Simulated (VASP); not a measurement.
# Nb (Im-3m) in VASP: single point with PBE

Aim: the single point of Nb with PBE.

Everything below comes from runs of VASP 6.6.1. Logs are shortened: lines on timing, memory, paths and dates and some standing lists are left out, and cuts for length are marked.

## (1) The cell of the first run

It takes space group Im-3m (No. 229, cubic). The conventional cell has a = 3.311 Å, b = 3.311 Å, c = 3.311 Å, α = 90.00°, β = 90.00°, γ = 90.00°. Nb (site symmetry m-3m) has 14 Nb at 2.87 to 3.31 Å within 3.8 Å.

## (2) Single point, PBE

POSCAR

```
Nb
1.0
   -1.6555580008      1.6555580008      1.6555580008
    1.6555580008     -1.6555580008      1.6555580008
    1.6555580008      1.6555580008     -1.6555580008
Nb
1
Direct
    0.0000000000      0.0000000000      0.0000000000
```

INCAR.step1

```
  PREC = Accurate
  ENCUT = 520
  EDIFF = 1E-6
  ISMEAR = 0
  SIGMA = 0.1
  LREAL = False
  LASPH = True
  NELM = 100
  ALGO = Normal
  ISIF = 2
  LWAVE = False
  LCHARG = True
  LMAXMIX = 4
  GGA = PE
  NBANDS = 12
```

KPOINTS.step1

```
regular mesh
0
Gamma
  18 18 18
```

INCAR.step2

```
  PREC = Accurate
  ENCUT = 520
  EDIFF = 1E-6
  ISMEAR = -5
  SIGMA = 0.1
  LREAL = False
  LASPH = True
  NELM = 100
  ALGO = Normal
  ISIF = 2
  LWAVE = False
  LCHARG = False
  LMAXMIX = 4
  GGA = PE
  LORBIT = 10
  NBANDS = 12
  NEDOS = 1001
  ICHARG = 11
```

KPOINTS.step2

```
regular mesh
0
Gamma
  27 27 27
```

Potentials or basis: VASP PAW PBE potentials, release 64 (Nb_sv).

Started as:

```bash
> cat potpaw_PBE.64/Nb_sv/POTCAR > POTCAR
> cp INCAR.step1 INCAR
> cp KPOINTS.step1 KPOINTS
> mpirun -np 1 vasp_std > vasp.out
> cp INCAR.step2 INCAR
> cp KPOINTS.step2 KPOINTS
> mpirun -np 1 vasp_std > vasp.out
```

OUTCAR:

```text
PREC = Accurate
   ENCUT = 520
   EDIFF = 1E-6
   ISMEAR = -5
   LREAL = False
   LASPH = True
   NELM = 100
   ISIF = 2
   GGA = PE
   LORBIT = 10
   ICHARG = 11

 ion  position               nearest neighbor table
   1  0.000  0.000  0.000-

  LATTYP: Found a body centered cubic cell.
 ALAT       =     3.3111160016

  Lattice vectors:

 A1 = (  -1.6555580008,   1.6555580008,   1.6555580008)
 A2 = (   1.6555580008,  -1.6555580008,   1.6555580008)
 A3 = (   1.6555580008,   1.6555580008,  -1.6555580008)

Analysis of symmetry for initial positions (statically):
=====================================================================
 Subroutine PRICEL returns:
 Original cell was already a primitive cell.

 Routine SETGRP: Setting up the symmetry group for a
 body centered cubic supercell.

 Subroutine GETGRP returns: Found 48 space group operations
 (whereof 48 operations were pure point group operations)
 out of a pool of 48 trial point group operations.

The static configuration has the point symmetry O_h .

Analysis of symmetry for dynamics (positions and initial velocities):
=====================================================================
 Subroutine PRICEL returns:
 Original cell was already a primitive cell.

 Routine SETGRP: Setting up the symmetry group for a
 body centered cubic supercell.

 Subroutine GETGRP returns: Found 48 space group operations
 (whereof 48 operations were pure point group operations)
 out of a pool of 48 trial point group operations.

The dynamic configuration has the point symmetry O_h .

 Subroutine INISYM returns: Found 48 space group operations
 (whereof 48 operations are pure point group operations),
 and found     1 'primitive' translations

----------------------------------------------------------------------------------------

                                     Primitive cell

  volume of cell :      18.1507

  direct lattice vectors                    reciprocal lattice vectors
    -1.655558001  1.655558001  1.655558001     0.000000000  0.302012977  0.302012977
     1.655558001 -1.655558001  1.655558001     0.302012977  0.000000000  0.302012977
     1.655558001  1.655558001 -1.655558001     0.302012977  0.302012977  0.000000000

  length of vectors
     2.867510572  2.867510572  2.867510572     0.427110848  0.427110848  0.427110848

  position of ions in fractional coordinates (direct lattice)
     0.000000000  0.000000000  0.000000000

  ion indices of the primitive-cell ions
   primitive index   ion index
                 1           1

----------------------------------------------------------------------------------------

 KPOINTS: regular mesh

Automatic generation of k-mesh.
 Grid dimensions read from file:
 generate k-points for:   27   27   27

 Generating k-lattice:

  Cartesian coordinates                     Fractional coordinates (reciprocal lattice)
     0.000000000  0.011185666  0.011185666     0.037037037  0.000000000  0.000000000
     0.011185666  0.000000000  0.011185666     0.000000000  0.037037037  0.000000000
     0.011185666  0.011185666  0.000000000     0.000000000  0.000000000  0.037037037

  Length of vectors
     0.015818920  0.015818920  0.015818920

  Shift w.r.t. Gamma in fractional coordinates (k-lattice)
     0.000000000  0.000000000  0.000000000

 TETIRR: Found  23679 inequivalent tetrahedra from   118098

 Subroutine IBZKPT returns following result:
 ===========================================

 Found    560 irreducible k-points:

 Following reciprocal coordinates:
            Coordinates               Weight
  0.000000  0.000000  0.000000      1.000000
  0.037037  0.000000  0.000000     12.000000
  0.074074  0.000000  0.000000     12.000000
  0.111111  0.000000  0.000000     12.000000
  0.148148  0.000000  0.000000     12.000000
  0.185185  0.000000  0.000000     12.000000
[... 16 lines left out ...]
  0.333333  0.037037  0.000000     48.000000
  0.370370  0.037037  0.000000     48.000000
 [... further k-points ...]
   k-points           NKPTS =    560   k-points in BZ     NKDIM =    560   number of bands    NBANDS=     12
   number of dos      NEDOS =   1001   number of ions     NIONS =      1
   total plane-waves  NPLWV =  13824
   dimension x,y,z NGX =    24 NGY =   24 NGZ =   24
   dimension x,y,z NGXF=    48 NGYF=   48 NGZF=   48
   ions per type =               1
   NGX,Y,Z   is equivalent  to a cutoff of  13.91, 13.91, 13.91 a.u.
   NGXF,Y,Z  is equivalent  to a cutoff of  27.83, 27.83, 27.83 a.u.
 SYSTEM =  unknown system
   PREC   = accura    normal or accurate (medium, high low for compatibility)
   ISTART =      0    job   : 0-new  1-cont  2-samecut
   ICHARG =     11    charge: 1-file 2-atom 10-const
   ISPIN  =      1    spin polarized calculation?
   LNONCOLLINEAR =      F non collinear calculations
   LSORBIT =      F    spin-orbit coupling
   LASPH  =      T    aspherical Exc in radial PAW
   ENCUT  =  520.0 eV  38.22 Ry    6.18 a.u.   5.33  5.33  5.33*2*pi/ulx,y,z
   NELM   =    100;   NELMIN=  2; NELMDL=  0     # of ELM steps
   EDIFF  = 0.1E-05   stopping-criterion for ELM
   LREAL  =      F    real-space projection
   EDIFFG = 0.1E-04   stopping-criterion for IOM
   NSW    =      0    number of steps for IOM
   IBRION =     -1    ionic relax: 0-MD 1-quasi-New 2-CG
   NFREE  =      0    steps in history (QN), initial steepest desc. (CG)
   ISIF   =      2    stress and relaxation
   ISYM   =      2    0-nonsym 1-usesym 2-fastsym
   POTIM  = 0.5000    time-step for ionic-motion
   TEBEG  =    0.0;   TEEND  =   0.0 temperature during run
   PSTRESS=    0.0 pullay stress
   NELECT =      13.0000    total number of electrons
   NUPDOWN=      -1.0000    fix difference up-down
   EMIN   =  10.00;   EMAX   =-10.00  energy-range for DOS
   EFERMI =   0.00;   METHOD = LEGACY
   ISMEAR =    -5;   SIGMA  =   0.10  broadening in eV -4-tet -1-fermi 0-gaus
   EFERMI_NEDOS =   21; number of points for ismear=-14 and -15
   IALGO  =     38    algorithm
   IMIX   =      4    mixing-type and parameters
     AMIX     =   0.40;   BMIX     =  1.00
     AMIX_MAG =   1.60;   BMIX_MAG =  1.00
  volume/ion in A,a.u.               =      18.15       122.49
  Fermi-wavevector in a.u.,A,eV,Ry     =   1.464732  2.767942 29.190487  2.145440
  Thomas-Fermi vector in A             =   2.580673
   LORBIT       =     10    0 simple, 1 ext, 2 COOP (PROOUT), +10 PAW based schemes
   GGA     = PE    functional components
   LHFCALC =     F    Hartree Fock is set to
   AEXX    =    0.0000 exact exchange contribution
   IVDW    =     0    specifies the selected vdW correction
   LEPSILON=     F    determine dielectric tensor
   LRPA    =     F    only Hartree local field effects (RPA)
 non-spin polarized calculation
 Fermi weights with tetrahedron method with Bloechl corrections
  energy-cutoff  :      520.00
  volume of cell :       18.15
 maximum number of plane-waves:       498
 NGX is ok and might be reduce to    24

 number of electron      13.0000000 magnetization

 Free energy of the ion-electron system (eV)
  ---------------------------------------------------
  ext. energy  EPLUGINS =         0.00000000
  ---------------------------------------------------
  free energy    TOTEN  =       -10.21639382 eV

  energy without entropy =      -10.21639382  energy(sigma->0) =      -10.21639382

 E-fermi :  11.0588     XC(G=0): -12.4611

 val. band max:       11.0916550710   @ k =  -0.1852   0.2222   0.1481
 cond. band min:      11.0724226120   @ k =   0.2963   0.1481   0.0000
 fundamental gap:     -0.0192324590
 Fermi energy:        11.0588305018

 k-point     1 :       0.0000    0.0000    0.0000
  band No.  band energies     occupation
      1     -43.3100      2.00000
      2     -18.6231      2.00000
      3     -18.6231      2.00000
      4     -18.6231      2.00000
      5       5.1400      2.00000
      6      11.4387      0.00000
      7      11.4387      0.00000
      8      11.4387      0.00000
      9      14.3229      0.00000
     10      14.3229      0.00000
     11      25.2705      0.00000
     12      25.2705      0.00000

 k-point     2 :       0.0370    0.0000    0.0000
  band No.  band energies     occupation
      1     -43.3069      2.00000
      2     -18.6424      2.00000
      3     -18.6290      2.00000
      4     -18.6233      2.00000
      5       5.1966      2.00000
      6      11.4035      0.00000
      7      11.4312      0.00000
      8      11.4924      0.00000
      9      14.2659      0.00000
     10      14.3226      0.00000
     11      25.3181      0.00000
     12      25.3685      0.00000

 k-point     3 :       0.0741    0.0000    0.0000
  band No.  band energies     occupation
      1     -43.2976      2.00000
      2     -18.6990      2.00000
      3     -18.6462      2.00000
      4     -18.6237      2.00000
      5       5.3637      2.00000
      6      11.3016     -0.00031
      7      11.4040      0.00000
      8      11.6528      0.00000
      9      14.1183      0.00000
     10      14.3237      0.00000
     11      25.4509      0.00000
     12      25.6618      0.00000
[... 286 lines left out ...]
 k-point    23 :       0.3333    0.0370    0.0000
  band No.  band energies     occupation
      1     -43.1197      2.00000
      2     -19.6939      2.00000
      3     -18.9627      2.00000
      4     -18.6401      2.00000
      5       7.5649      2.00000
      6       9.7747      2.00000
      7      11.6182     -0.01301
      8      14.1559      0.00000
      9      14.7860      0.00000
     10      15.6741      0.00000
     11      23.9279      0.00000
     12      24.9387      0.00000

 k-point    24 :       0.3704    0.0370    0.0000
  band No.  band energies     occupation
      1     -43.0994      2.00000
      2     -19.7983      2.00000
      3     -18.9979      2.00000
      4     -18.6413      2.00000
      5       7.5362      2.00000
      6       9.6341      2.00000
      7      12.1231      0.00000
      8      14.2835      0.00000
      9      14.8925      0.00000
     10      16.3398      0.00000
     11      23.4360      0.00000
     12      24.1767      0.00000

 [... further k-points ...]
[... 5 lines left out ...]
  --------------------------------------------------------------------------------------
  -------------------------------------------------------------------------------------
  Total       -0.0332464     -0.0332464     -0.0332464     -0.0000000      0.0000000      0.0000000
  in kB       -2.9346858     -2.9346858     -2.9346858     -0.0000000      0.0000000      0.0000000
  external PRESSURE =      -2.9346858 kB  Pullay stress =       0.0000000 kB

 VOLUME and BASIS-vectors are now :
 -----------------------------------------------------------------------------
  energy-cutoff  :      520.00
  volume of cell :       18.15
      direct lattice vectors                 reciprocal lattice vectors
    -1.655558001  1.655558001  1.655558001     0.000000000  0.302012977  0.302012977
     1.655558001 -1.655558001  1.655558001     0.302012977  0.000000000  0.302012977
     1.655558001  1.655558001 -1.655558001     0.302012977  0.302012977  0.000000000

 POSITION                                       TOTAL-FORCE (eV/Angst)
 -----------------------------------------------------------------------------------
      0.00000      0.00000      0.00000         0.000000      0.000000     -0.000000
 -----------------------------------------------------------------------------------
    total drift:                               -0.000000      0.000000      0.000000

  FREE ENERGIE OF THE ION-ELECTRON SYSTEM (eV)
  ---------------------------------------------------
  free  energy   TOTEN  =       -10.2163938199 eV

  energy  without entropy=      -10.2163938199  energy(sigma->0) =      -10.21639382

 total charge

# of ion       s       p       d       tot
------------------------------------------
    1        2.220   5.997   2.496  10.713
```

It took 2.8 min on 1 thread of Intel Xeon 8259CL, shared host; peak memory 0.28 GiB.

Results:

| Property | Result |
| --- | --- |
| Valence electrons inside the program's atomic spheres | Nb 10.71 |

Caveat: tetrahedron occupations give inexact forces and stress in metals.
